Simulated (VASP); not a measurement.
Na4MgScP3O12, 42 atoms in the cell. It takes space group R3c (No. 161, trigonal). Conventional cell: a = 9.071 Å, b = 9.071 Å, c = 22.175 Å, α = 90.00°, β = 90.00°, γ = 120.00°. Na (site symmetry 1) has 10 O at 2.48 to 3.37 Å and 3 P at 3.01 to 3.09 Å and 1 Mg at 3.20 Å and 1 Sc at 3.30 Å and 2 Na at 3.39 to 3.47 Å within 3.5 Å. Na (site symmetry 3) has 6 O at 2.51 to 2.60 Å and 1 Mg at 3.28 Å and 6 Na at 3.39 to 3.47 Å and 1 Sc at 3.39 Å within 3.5 Å. Mg (site symmetry 3) has 6 O at 2.05 to 2.15 Å within 2.7 Å. Sc (site symmetry 3) has 6 O at 2.06 to 2.15 Å within 2.7 Å. Within 2.0 Å of P (site symmetry 1) lie 4 O at 1.53 to 1.57 Å. Within 2.1 Å of O (site symmetry 1) lie 1 P at 1.53 Å and 1 Mg at 2.05 Å. O (site symmetry 1) has 1 P at 1.56 Å and 1 Sc at 2.06 Å within 2.1 Å. Within 2.2 Å of O (site symmetry 1) lie 1 P at 1.56 Å and 1 Mg at 2.15 Å. 

- Program: VASP 6.6.1
- Task: electric field gradients
- Functional: PBE
- Potentials or basis: VASP PAW PBE potentials, release 64 (Na_pv, Mg, Sc_sv, P, O)
- Cutoff: 520 eV
- k mesh: 3 × 3 × 3
- Occupations: fermi-dirac, width 0.02 eV
- Spin: no spin polarisation
- Dipole correction: no
- Further INCAR settings: LREAL = Auto; ALGO = Normal; EDIFF = 1e-08; NBANDS = 155

Potentials or basis: VASP PAW PBE potentials, release 64 (Na_pv, Mg, Sc_sv, P, O).

Launch:

```console
$ cat potpaw_PBE.64/Na_pv/POTCAR potpaw_PBE.64/Mg/POTCAR potpaw_PBE.64/Sc_sv/POTCAR potpaw_PBE.64/P/POTCAR potpaw_PBE.64/O/POTCAR > POTCAR
$ mpirun -np 1 vasp_std > vasp.out
```

Hardware: 1 × NVIDIA H100 80GB with 1 thread of Intel(R) Xeon(R) Platinum 8481C CPU @ 2.70GHz (Sapphire Rapids) (shared host).

Q: Estimate the wall time of this run.

A: It took 94 s on 1 × NVIDIA H100 80GB with 1 thread of Intel(R) Xeon(R) Platinum 8481C CPU @ 2.70GHz (Sapphire Rapids), on a shared host, peak memory 1.7 GiB. Counts: scf iterations 22, k points 6.
